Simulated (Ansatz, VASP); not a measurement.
**Ta in VASP and in Ansatz**

Contents of INCAR:

```
SYSTEM = Ta
ALGO = Fast
EDIFF = 1E-7
ENCUT = 520
GGA = PS
ISIF = 2
ISMEAR = 0
LASPH = .True.
LCHARG = .False.
LREAL = .False.
LWAVE = .False.
NBANDS = 12
NELM = 60
PREC = Accurate
SIGMA = 0.15
```

The input KPOINTS:

```
k-points
0
Gamma
  14 14 14
  0 0 0
```

Contents of POSCAR:

```
Ta
1.0
   -1.6585262159      1.6368185764      1.6392405458
    1.6505734347     -1.6291300972      1.6235992853
    1.6603614249      1.6309653061     -1.6315520666
Ta
1
Direct
    0.0000000000      0.0000000000      0.0000000000
```

Input for Ansatz:

```yaml
crystal:
  lattice:
    - [-1.6585262159, 1.6368185764, 1.6392405458]
    - [1.6505734347, -1.6291300972, 1.6235992853]
    - [1.6603614249, 1.6309653061, -1.6315520666]
  atoms:
    - { symbol: Ta, position: [0.0, 0.0, 0.0] }
basis:
  ecutwfc: 420
kpoints:
  mp_grid: { grid: [14, 14, 14] }
hamiltonian:
  xc: pbesol
scf:
  occupations: { method: gaussian, width: 0.15 }
output:
  forces: true
  stress: true
  eigenvalues: true
```

Change from the starting cell: cell sheared at random, sigma 0.01, atoms nudged by 0.01 Å.

Alike in both runs: task single point; functional PBEsol; k mesh 14 × 14 × 14; occupations gaussian, width 0.15 eV; no spin polarisation.

|  | VASP | Ansatz |
| --- | --- | --- |
| version | VASP 6.6.1 | Ansatz 0.2.0 |
| potentials or method | VASP PAW PBE potentials, release 64 (Ta_pv), cutoff 520 eV | scalar-relativistic, plane waves, PAW |
| valence electrons in the cell | 11 | 13 |

|  | VASP | Ansatz | Ansatz less VASP |
| --- | --- | --- | --- |
| gap on the k mesh at the Fermi level (eV) | none | none | - |
| pressure (GPa) | 0.5 | 0.4 | -0.17 |
| traceless stress, the component that is largest in VASP (GPa) | -1.33 | -1.33 | -0.003 |

VASP's potentials were made for PBE, not for PBEsol. A gap of «none» marks a metal or a gap that the smearing closes. VASP's potentials hold 11 valence electrons a cell and Ansatz's 13, so a difference there can come from the potentials and not from the codes.

Neither program's run includes spin-orbit coupling.
